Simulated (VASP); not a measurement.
# Ge5Br (P-62m) in VASP: notebook

Runs on Ge5Br. Level: PBE. Tasks: single point.

All numbers are computed with VASP 6.6.1; they aren't measurements. Logs are shortened: lines on timing, memory, paths and dates and some standing lists are left out, and cuts for length are marked.

### 1 The cell of the first run

Symmetry: P-62m, No. 189, hexagonal system. Conventional cell: a = 5.571 Å, b = 5.571 Å, c = 4.847 Å, α = 90.00°, β = 90.00°, γ = 120.00°. Ge (site symmetry -6) has 9 Ge at 2.91 to 3.22 Å and 3 Br at 3.22 Å within 3.8 Å. Within 3.9 Å of Ge (site symmetry m2m) lie 8 Ge at 2.80 to 2.91 Å and 4 Br at 3.55 to 3.83 Å. Br (site symmetry -62m) has 18 Ge at 3.22 to 3.83 Å within 4.2 Å.

The cell was generated, and may not be a known phase.

### 2 Single point, PBE

INCAR

```
PREC = Accurate ; ENCUT = 520
EDIFF = 1E-6 ; ISMEAR = 0
SIGMA = 0.1 ; LREAL = False
LASPH = True ; NELM = 60
ALGO = Normal ; ISIF = 2
LWAVE = False ; LCHARG = False
GGA = PE ; NBANDS = 48
```

KPOINTS

```
regular mesh
0
Gamma
  12 12 8
```

POSCAR

```
Ge5Br
1.0
    5.5711115586      0.0000000000      0.0000000000
   -2.7855557793      4.8247241371      0.0000000000
    0.0000000000      0.0000000000      4.8466573648
Ge Br
5 1
Direct
    0.3333333333      0.6666666667      0.5000000000
    0.0000000000      0.5332121367      0.0000000000
    0.5332121367      0.0000000000      0.0000000000
    0.4667878633      0.4667878633      0.0000000000
    0.6666666667      0.3333333333      0.5000000000
    0.0000000000      0.0000000000      0.5000000000
```

Potentials or basis: VASP PAW PBE potentials, release 64 (Ge_d, Br).

On the command line:

```console
> cat potpaw_PBE.64/Ge_d/POTCAR potpaw_PBE.64/Br/POTCAR > POTCAR
> mpirun -np 1 vasp_std > vasp.out
```

OUTCAR:

```text
PREC = Accurate
   ENCUT = 520
   EDIFF = 1E-6
   ISMEAR = 0
   LREAL = False
   LASPH = True
   NELM = 60
   ISIF = 2
   GGA = PE

 ion  position               nearest neighbor table
   1  0.333  0.667  0.500-   2 2.91   2 2.91   3 2.91   3 2.91   4 2.91   4 2.91
   2  0.000  0.533  0.000-   4 2.80   4 2.80   3 2.80   3 2.80   1 2.91   1 2.91   5 2.91   5 2.91

   3  0.533  0.000  0.000-   4 2.80   2 2.80   4 2.80   2 2.80   5 2.91   5 2.91   1 2.91   1 2.91

   4  0.467  0.467  0.000-   2 2.80   2 2.80   3 2.80   3 2.80   5 2.91   5 2.91   1 2.91   1 2.91

   5  0.667  0.333  0.500-   3 2.91   3 2.91   2 2.91   2 2.91   4 2.91   4 2.91
   6  0.000  0.000  0.500-

  LATTYP: Found a hexagonal cell.
 ALAT       =     5.5711115586
 C/A-ratio  =     0.8699623610

  Lattice vectors:

 A1 = (   5.5711115586,   0.0000000000,   0.0000000000)
 A2 = (  -2.7855557793,   4.8247241371,   0.0000000000)
 A3 = (   0.0000000000,   0.0000000000,   4.8466573648)

Analysis of symmetry for initial positions (statically):
=====================================================================
 Subroutine PRICEL returns:
 Original cell was already a primitive cell.

 Routine SETGRP: Setting up the symmetry group for a
 hexagonal supercell.

 Subroutine GETGRP returns: Found 12 space group operations
 (whereof 12 operations were pure point group operations)
 out of a pool of 24 trial point group operations.

The static configuration has the point symmetry D_3h.

Analysis of symmetry for dynamics (positions and initial velocities):
=====================================================================
 Subroutine PRICEL returns:
 Original cell was already a primitive cell.

 Routine SETGRP: Setting up the symmetry group for a
 hexagonal supercell.

 Subroutine GETGRP returns: Found 12 space group operations
 (whereof 12 operations were pure point group operations)
 out of a pool of 24 trial point group operations.

The dynamic configuration has the point symmetry D_3h.

 Subroutine INISYM returns: Found 12 space group operations
 (whereof 12 operations are pure point group operations),
 and found     1 'primitive' translations

----------------------------------------------------------------------------------------

                                     Primitive cell

  volume of cell :     130.2737

  direct lattice vectors                    reciprocal lattice vectors
     5.571111559  0.000000000  0.000000000     0.179497393  0.103632868  0.000000000
    -2.785555779  4.824724137  0.000000000     0.000000000  0.207265736  0.000000000
     0.000000000  0.000000000  4.846657365     0.000000000  0.000000000  0.206327769

  length of vectors
     5.571111559  5.571111559  4.846657365     0.207265736  0.207265736  0.206327769

  position of ions in fractional coordinates (direct lattice)
     0.333333333  0.666666667  0.500000000
     0.000000000  0.533212137  0.000000000
     0.533212137  0.000000000  0.000000000
     0.466787863  0.466787863  0.000000000
     0.666666667  0.333333333  0.500000000
     0.000000000  0.000000000  0.500000000

  ion indices of the primitive-cell ions
   primitive index   ion index
                 1           1
                 2           2
                 3           3
                 4           4
                 5           5
                 6           6

----------------------------------------------------------------------------------------

 KPOINTS: regular mesh

Automatic generation of k-mesh.
 Grid dimensions read from file:
 generate k-points for:   12   12    8

 Generating k-lattice:

  Cartesian coordinates                     Fractional coordinates (reciprocal lattice)
     0.014958116  0.008636072  0.000000000     0.083333333 -0.000000000  0.000000000
     0.000000000  0.017272145  0.000000000     0.000000000  0.083333333  0.000000000
     0.000000000  0.000000000  0.025790971     0.000000000  0.000000000  0.125000000

  Length of vectors
     0.017272145  0.017272145  0.025790971

  Shift w.r.t. Gamma in fractional coordinates (k-lattice)
     0.000000000  0.000000000  0.000000000

 Subroutine IBZKPT returns following result:
 ===========================================

 Found     95 irreducible k-points:

 Following reciprocal coordinates:
            Coordinates               Weight
  0.000000  0.000000  0.000000      1.000000
  0.083333 -0.000000  0.000000      6.000000
  0.166667  0.000000  0.000000      6.000000
  0.250000 -0.000000  0.000000      6.000000
  0.333333 -0.000000  0.000000      6.000000
  0.416667 -0.000000  0.000000      6.000000
[... 16 lines left out ...]
  0.250000 -0.000000  0.125000     12.000000
  0.333333 -0.000000  0.125000     12.000000
 [... further k-points ...]
   k-points           NKPTS =     95   k-points in BZ     NKDIM =     95   number of bands    NBANDS=     48
   number of dos      NEDOS =    301   number of ions     NIONS =      6
   total plane-waves  NPLWV =  63504
   dimension x,y,z NGX =    42 NGY =   42 NGZ =   36
   dimension x,y,z NGXF=    84 NGYF=   84 NGZF=   72
   ions per type =               5   1
   NGX,Y,Z   is equivalent  to a cutoff of  12.53, 12.53, 12.35 a.u.
   NGXF,Y,Z  is equivalent  to a cutoff of  25.07, 25.07, 24.70 a.u.
 SYSTEM =  unknown system
   PREC   = accura    normal or accurate (medium, high low for compatibility)
   ISTART =      0    job   : 0-new  1-cont  2-samecut
   ICHARG =      2    charge: 1-file 2-atom 10-const
   ISPIN  =      1    spin polarized calculation?
   LNONCOLLINEAR =      F non collinear calculations
   LSORBIT =      F    spin-orbit coupling
   LASPH  =      T    aspherical Exc in radial PAW
   ENCUT  =  520.0 eV  38.22 Ry    6.18 a.u.  10.36 10.36  9.01*2*pi/ulx,y,z
   NELM   =     60;   NELMIN=  2; NELMDL= -5     # of ELM steps
   EDIFF  = 0.1E-05   stopping-criterion for ELM
   LREAL  =      F    real-space projection
[... 7 lines left out ...]
   TEBEG  =    0.0;   TEEND  =   0.0 temperature during run
   PSTRESS=    0.0 pullay stress
   NELECT =      77.0000    total number of electrons
   NUPDOWN=      -1.0000    fix difference up-down
   EMIN   =  10.00;   EMAX   =-10.00  energy-range for DOS
   EFERMI =   0.00;   METHOD = LEGACY
   ISMEAR =     0;   SIGMA  =   0.10  broadening in eV -4-tet -1-fermi 0-gaus
   EFERMI_NEDOS =   21; number of points for ismear=-14 and -15
   IALGO  =     38    algorithm
   IMIX   =      4    mixing-type and parameters
     AMIX     =   0.40;   BMIX     =  1.00
     AMIX_MAG =   1.60;   BMIX_MAG =  1.00
  volume/ion in A,a.u.               =      21.71       146.52
  Fermi-wavevector in a.u.,A,eV,Ry     =   1.373893  2.596281 25.682105  1.887581
  Thomas-Fermi vector in A             =   2.499369
   LORBIT       =      0    0 simple, 1 ext, 2 COOP (PROOUT), +10 PAW based schemes
   GGA     = PE    functional components
   LHFCALC =     F    Hartree Fock is set to
   AEXX    =    0.0000 exact exchange contribution
   IVDW    =     0    specifies the selected vdW correction
   LEPSILON=     F    determine dielectric tensor
   LRPA    =     F    only Hartree local field effects (RPA)
 non-spin polarized calculation
 Gauss-broadening in eV      SIGMA  =   0.10
  energy-cutoff  :      520.00
  volume of cell :      130.27
 maximum number of plane-waves:      3529
 NGX is ok and might be reduce to    42
   NGX = 21   NGY = 21   NGZ = 19

 number of electron      76.9999982 magnetization

 Free energy of the ion-electron system (eV)
  ---------------------------------------------------
  ext. energy  EPLUGINS =         0.00000000
  ---------------------------------------------------
  free energy    TOTEN  =       -22.51170176 eV

  energy without entropy =      -22.49571418  energy(sigma->0) =      -22.50370797

 E-fermi :   5.0066     XC(G=0): -10.4171

 val. band max:        4.9796708426   @ k =   0.3333   0.0833   0.2500
 cond. band min:       5.0223501266   @ k =   0.1667   0.0833   0.2500
 fundamental gap:      0.0426792840
 Fermi energy:         5.0065613512

 k-point     1 :       0.0000    0.0000    0.0000
  band No.  band energies     occupation
      1     -19.7731      2.00000
      2     -19.7731      2.00000
      3     -19.7595      2.00000
      4     -19.7573      2.00000
      5     -19.7573      2.00000
      6     -19.7545      2.00000
[... 40 lines left out ...]
     47      10.9050      0.00000
     48      10.9050      0.00000

 k-point     2 :       0.0833   -0.0000    0.0000
  band No.  band energies     occupation
      1     -19.7737      2.00000
      2     -19.7733      2.00000
      3     -19.7599      2.00000
      4     -19.7573      2.00000
      5     -19.7572      2.00000
      6     -19.7538      2.00000
[... 40 lines left out ...]
     47      11.0109      0.00000
     48      11.0516      0.00000

 k-point     3 :       0.1667    0.0000    0.0000
  band No.  band energies     occupation
      1     -19.7752      2.00000
      2     -19.7738      2.00000
      3     -19.7605      2.00000
      4     -19.7571      2.00000
      5     -19.7567      2.00000
      6     -19.7522      2.00000
[... 40 lines left out ...]
     47      11.3172      0.00000
     48      11.4642      0.00000

 k-point     4 :       0.2500   -0.0000    0.0000
  band No.  band energies     occupation
      1     -19.7770      2.00000
      2     -19.7745      2.00000
      3     -19.7607      2.00000
      4     -19.7569      2.00000
      5     -19.7561      2.00000
      6     -19.7509      2.00000
[... 958 lines left out ...]
     47      11.2825      0.00000
     48      11.7078      0.00000

 k-point    23 :       0.2500   -0.0000    0.1250
  band No.  band energies     occupation
      1     -19.7767      2.00000
      2     -19.7745      2.00000
      3     -19.7610      2.00000
      4     -19.7562      2.00000
      5     -19.7553      2.00000
      6     -19.7517      2.00000
[... 40 lines left out ...]
     47      10.6958      0.00000
     48      11.1532      0.00000

 k-point    24 :       0.3333   -0.0000    0.1250
  band No.  band energies     occupation
      1     -19.7783      2.00000
      2     -19.7753      2.00000
      3     -19.7613      2.00000
      4     -19.7569      2.00000
      5     -19.7549      2.00000
      6     -19.7520      2.00000
[... 40 lines left out ...]
     47       9.9551      0.00000
     48      11.4245      0.00000

 [... further k-points ...]

------------------------ aborting loop because EDIFF is reached ----------------------------------------

  FORCE on cell =-STRESS in cart. coord.  units (eV):
  Direction    XX          YY          ZZ          XY          YZ          ZX
  --------------------------------------------------------------------------------------
  -------------------------------------------------------------------------------------
  Total        0.0153056      0.0153056      0.0375690      0.0000000      0.0000000      0.0000000
  in kB        0.1882365      0.1882365      0.4620443      0.0000000      0.0000000      0.0000000
  external PRESSURE =       0.2795058 kB  Pullay stress =       0.0000000 kB

 VOLUME and BASIS-vectors are now :
 -----------------------------------------------------------------------------
  energy-cutoff  :      520.00
  volume of cell :      130.27
      direct lattice vectors                 reciprocal lattice vectors
     5.571111559  0.000000000  0.000000000     0.179497393  0.103632868  0.000000000
    -2.785555779  4.824724137  0.000000000     0.000000000  0.207265736  0.000000000
     0.000000000  0.000000000  4.846657365     0.000000000  0.000000000  0.206327769

 POSITION                                       TOTAL-FORCE (eV/Angst)
 -----------------------------------------------------------------------------------
     -0.00000      3.21648      2.42333        -0.000000      0.000000      0.000000
     -1.48529      2.57260      0.00000        -0.000518      0.000897      0.000000
      2.97058      0.00000      0.00000         0.001036      0.000000      0.000000
      1.30026      2.25212      0.00000        -0.000518     -0.000897      0.000000
      2.78556      1.60824      2.42333        -0.000000      0.000000      0.000000
      0.00000      0.00000      2.42333        -0.000000      0.000000      0.000000
 -----------------------------------------------------------------------------------
    total drift:                                0.000001      0.000002     -0.000001

  FREE ENERGIE OF THE ION-ELECTRON SYSTEM (eV)
  ---------------------------------------------------
  free  energy   TOTEN  =       -22.5117017567 eV

  energy  without entropy=      -22.4957141807  energy(sigma->0) =      -22.50370797
```

Run time: 5.4 min. Hardware: 1 thread of Intel Xeon Platinum 8488C (Sapphire Rapids), shared host; peak memory 0.54 GiB.

Results:

| Quantity | Value |
| --- | --- |
| Free energy | -22.5117 eV |
| Pressure | 0.0 GPa |
| Band gap on the k mesh | zero (an odd number of electrons rules out a gap without spin polarisation) |

Levels at points of the mesh, in eV from the Fermi level:
| k point | band 36 | band 37 | band 38 | band 39 | band 40 | band 41 | band 42 | band 43 |
| --- | --- | --- | --- | --- | --- | --- | --- | --- |
| (0.00, 0.00, 0.00) | -1.80 | -0.69 | -0.69 | 0.18 | 0.23 | 0.23 | 1.17 | 1.17 |
| (0.50, 0.00, 0.00) | -2.39 | -1.79 | 0.26 | 0.45 | 0.62 | 0.70 | 0.89 | 2.38 |
| (0.00, 0.00, 0.50) | -2.96 | -2.75 | -1.87 | -1.87 | 2.10 | 2.18 | 3.77 | 3.77 |
| (0.50, 0.00, 0.50) | -1.07 | -0.69 | 0.67 | 1.49 | 1.49 | 1.62 | 2.18 | 2.50 |

Caveat: an odd number of electrons without spin polarisation forces a metal; a magnetic or distorted state may lie lower.

(Part 1 of 2 ends here.)

The gap in the log of VASP goes by the Fermi energy; the results here count the filled bands.